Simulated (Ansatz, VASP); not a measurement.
**ZrO2 in VASP and in Ansatz**

```
CELL_PARAMETERS angstrom
0.00000 2.55595 2.55595
2.55595 0.00000 2.55595
2.55595 2.55595 0.00000
ATOMIC_POSITIONS crystal
Zr 0.00000 0.00000 0.00000
O 0.25000 0.25000 0.25000
O 0.75000 0.75000 0.75000
```

Alike in both runs: task single point; functional r2SCAN; k mesh 6 × 6 × 6; no spin polarisation.

|  | VASP | Ansatz |
| --- | --- | --- |
| version | VASP 6.6.1 | Ansatz 0.2.0 |
| potentials or method | VASP PAW PBE potentials, release 64 (Zr_sv, O), cutoff 660 eV | plane waves, PAW |
| occupations | gaussian, width 0.01 eV | fixed |
| valence electrons in the cell | 24 | 24 |

|  | VASP | Ansatz | Ansatz less VASP |
| --- | --- | --- | --- |
| pressure (GPa) | -3.3 | -3.4 | -0.04 |

VASP's potentials were made for PBE, not for r2SCAN.
